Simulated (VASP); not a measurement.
# Ir (P6_3/mmc) in VASP: further runs, part 2 of 2

VASP 6.6.1. Earlier steps stand in the parts before.

**5. Single point, LDA, collinear spin (12.23 Å³/atom)**

This run uses another cell than the first one, of 12.23 Å³/atom.

The input, INCAR:

```
PREC = Accurate
ENCUT = 520
EDIFF = 1E-6
ISMEAR = 0
SIGMA = 0.15
LREAL = F
LASPH = T
NELM = 150
ALGO = Fast
ISIF = 2
LWAVE = F
LCHARG = F
ISPIN = 2
MAGMOM = 0.3 0.3
LORBIT = 11
NUPDOWN = 0.6
LMAXMIX = 4
GGA = CA
NBANDS = 20
```

The input, KPOINTS:

```
regular mesh
0
Gamma
  21 21 12
```

The input, POSCAR:

```
Ir
1.0
    2.5924095241      0.0000000000      0.0000000000
   -1.2962047621      2.2450925049      0.0000000000
    0.0000000000      0.0000000000      4.2032925665
Ir
2
Direct
    0.6666666667      0.3333333333      0.7500000000
    0.3333333333      0.6666666667      0.2500000000
```

Potentials or basis: VASP PAW LDA potentials, release 64 (Ir).

The run is started by

```bash
$ cat potpaw_LDA.64/Ir/POTCAR > POTCAR
$ mpirun -np 1 vasp_std > vasp.out
```

OUTCAR:

```text
PREC = Accurate
   ENCUT = 520
   EDIFF = 1E-6
   ISMEAR = 0
   LREAL = F
   LASPH = T
   NELM = 150
   ISIF = 2
   ISPIN = 2
   LORBIT = 11
   NUPDOWN = 0.6
   GGA = CA

 ion  position               nearest neighbor table
   1  0.667  0.333  0.750-   2 2.58   2 2.58   2 2.58   2 2.58   2 2.58   2 2.58
   2  0.333  0.667  0.250-   1 2.58   1 2.58   1 2.58   1 2.58   1 2.58   1 2.58

  LATTYP: Found a hexagonal cell.
 ALAT       =     2.5924095241
 C/A-ratio  =     1.6213844794

  Lattice vectors:

 A1 = (   2.5924095241,   0.0000000000,   0.0000000000)
 A2 = (  -1.2962047621,   2.2450925049,   0.0000000000)
 A3 = (   0.0000000000,   0.0000000000,   4.2032925665)

Analysis of symmetry for initial positions (statically):
=====================================================================
 Subroutine PRICEL returns:
 Original cell was already a primitive cell.

 Routine SETGRP: Setting up the symmetry group for a
 hexagonal supercell.

 Subroutine GETGRP returns: Found 24 space group operations
[... 754 lines left out ...]
      4       8.4371      1.00000
      5       8.4371      1.00000
      6       9.2888      1.00000
[... 541 lines left out ...]
     19      35.4379      0.00000
     20      38.6880      0.00000

 [... further k-points ...]

------------------------ aborting loop because EDIFF is reached ----------------------------------------

  FORCE on cell =-STRESS in cart. coord.  units (eV):
  Direction    XX          YY          ZZ          XY          YZ          ZX
  --------------------------------------------------------------------------------------
  -------------------------------------------------------------------------------------
  Total       11.6202437     11.6202437     11.7674573     -0.0000000      0.0000000     -0.0000000
  in kB      761.0239922    761.0239922    770.6651922     -0.0000000      0.0000000     -0.0000000
  external PRESSURE =     764.2377256 kB  Pullay stress =       0.0000000 kB

 VOLUME and BASIS-vectors are now :
 -----------------------------------------------------------------------------
  energy-cutoff  :      520.00
  volume of cell :       24.46
      direct lattice vectors                 reciprocal lattice vectors
     2.592409524  0.000000000  0.000000000     0.385741524  0.222707973  0.000000000
    -1.296204762  2.245092505  0.000000000     0.000000000  0.445415945  0.000000000
     0.000000000  0.000000000  4.203292567     0.000000000  0.000000000  0.237908731

 POSITION                                       TOTAL-FORCE (eV/Angst)
 -----------------------------------------------------------------------------------
      1.29620      0.74836      3.15247         0.000000     -0.000000      0.000000
     -0.00000      1.49673      1.05082         0.000000      0.000000      0.000000
 -----------------------------------------------------------------------------------
    total drift:                                0.000000     -0.000000     -0.000000

  FREE ENERGIE OF THE ION-ELECTRON SYSTEM (eV)
  ---------------------------------------------------
  free  energy   TOTEN  =       -19.7079736418 eV

  energy  without entropy=      -19.6864743816  energy(sigma->0) =      -19.69722401

 total charge

# of ion       s       p       d       tot
------------------------------------------
    1        0.767   0.959   7.280   9.007
    2        0.767   0.959   7.280   9.007
--------------------------------------------------
tot          1.535   1.919  14.560  18.013

 magnetization (x)

# of ion       s       p       d       tot
------------------------------------------
    1        0.002   0.007   0.281   0.290
    2        0.002   0.007   0.281   0.290
--------------------------------------------------
tot          0.005   0.014   0.562   0.581
```

stdout:

```text
POSCAR found type information on POSCAR Ir
 POSCAR found :  1 types and       2 ions
 scaLAPACK will be used
 LDA part: xc-table for (Slater(with rela. corr.)+CA(PZ))
 , standard interpolation
 POSCAR, INCAR and KPOINTS ok, starting setup
 FFT: planning ... GRIDC
 FFT: planning ... GRID_SOFT
 FFT: planning ... GRID
 WAVECAR not read
 entering main loop
```

It took 1.9 min on 1 thread of AMD EPYC 9R45 (Zen 5), shared host; peak memory 0.28 GiB.

Results:

| Item | Value |
| --- | --- |
| Free energy | -19.7080 eV |
| Pressure | 76.4 GPa |
| Net moment | 0.60 μB per cell |
| Site moments | Ir +0.29 μB |
| Valence electrons inside the program's atomic spheres | Ir 9.01 |

Caveat: the cell stands under pressure; the total moment is fixed, so each spin has its own Fermi level and the state may be an excited one.

**6. Overview**

```csv
potentials or basis,fixed moment (μB),cell,cutoff (eV),pressure (GPa),moment (μB)
"VASP PAW LDA potentials, release 64 (Ir_sv_GW)",0.2,"a = 2.758, b = 2.758, c = 4.472 Å, angles 90.0, 90.0, 120.0°, 2 atoms",560,-20.5,0.20
"VASP PAW LDA potentials, release 64 (Ir_sv_GW)",0.4,"a = 2.705, b = 2.705, c = 4.386 Å, angles 90.0, 90.0, 120.0°, 2 atoms",560,0.1,0.40
"VASP PAW LDA potentials, release 64 (Ir)",0.2,"a = 2.592, b = 2.592, c = 4.203 Å, angles 90.0, 90.0, 120.0°, 2 atoms",520,75.4,0.20
"VASP PAW LDA potentials, release 64 (Ir)",0.6,"a = 2.592, b = 2.592, c = 4.203 Å, angles 90.0, 90.0, 120.0°, 2 atoms",520,76.4,0.60
```

Alike in all rows: task single point; level LDA; spin collinear; k mesh 21 × 21 × 12; smearing gaussian 0.15 eV.

Caveats: the total moment is fixed, so each spin has its own Fermi level and the state may be an excited one; the cell stands under pressure (at least some runs); the cell stands under tension (at least some runs).

Total energies depend on the potentials used, so only differences within one code and one set of settings carry meaning.
